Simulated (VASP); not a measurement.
Set up this calculation in VASP 6.6.1, as the native input.

```
Task                   : relaxation of cell and atoms
Functional             : PBE
Dispersion             : D4
Potentials or basis    : VASP PAW PBE potentials, release 64 (Hf_pv, B)
Cutoff                 : 600 eV
k mesh                 : 10 × 10 × 10
Occupations            : fermi-dirac, width 0.05 eV
Spin                   : no spin polarisation
Dipole correction      : no
Further INCAR settings : ALGO = Normal; EDIFF = 1e-07; IBRION = 2; EDIFFG = -0.01; NSW = 60; ISIF = 3
```

The structure of HfB lies in POSCAR:

```
HfB
1.0
    0.0000000000      2.3100000000      2.3100000000
    2.3100000000      0.0000000000      2.3100000000
    2.3100000000      2.3100000000      0.0000000000
Hf B
1 1
Direct
    0.5000000000      0.5000000000      0.5000000000
    0.0000000000      0.0000000000      0.0000000000
```

The input as run:

INCAR

```
SYSTEM = HfB
PREC     = Accurate       ! precision mode
ENCUT    = 600            ! plane-wave cutoff, eV
EDIFF    = 1E-7           ! SCF threshold, eV
ISMEAR   = -1             ! smearing method
SIGMA    = 0.05           ! smearing width, eV
LREAL    = .False.        ! projectors in reciprocal space
LASPH    = .True.         ! aspherical terms in the spheres
NELM     = 60             ! most SCF steps
ALGO     = Normal         ! electronic algorithm
ISIF     = 3              ! what is computed and relaxed
LWAVE    = .False.        ! write WAVECAR
LCHARG   = .False.        ! write CHGCAR
GGA      = PE             ! functional
IVDW     = 13             ! dispersion correction
IBRION   = 2              ! ionic algorithm
NSW      = 60             ! ionic steps
EDIFFG   = -0.01          ! ionic threshold
```

KPOINTS

```
regular mesh
0
Gamma
  10 10 10
  0 0 0
```

Potentials or basis: VASP PAW PBE potentials, release 64 (Hf_pv, B).

The run is started by

```bash
$ cat potpaw_PBE.64/Hf_pv/POTCAR potpaw_PBE.64/B/POTCAR > POTCAR
$ mpirun -np 1 vasp_std > vasp.out
```

Results of the run:

```json
{
 "Relaxed volume": "13.85 Å³/atom",
 "Relaxed cell": "a = 3.396 Å, b = 3.396 Å, c = 3.396 Å, α = 60.00°, β = 60.00°, γ = 60.00°",
 "Space group after relaxing (to 0.05 Å)": "Fm-3m (No. 225)",
 "Energy gained by relaxing": "111.2 meV/atom",
 "Ionic steps": "4",
 "Pressure after relaxing": "-0.1 GPa",
 "Dispersion energy per atom": "-0.277 eV"
}
```

Caveat: the volume moved by +12 % from the deposited cell, more than functionals usually miss; pairwise dispersion overbinds metals, which lowers pressure and volume.

Run time: 100 s on 1 thread of Intel Xeon 8259CL, with other jobs on the host, peak memory 0.18 GiB.
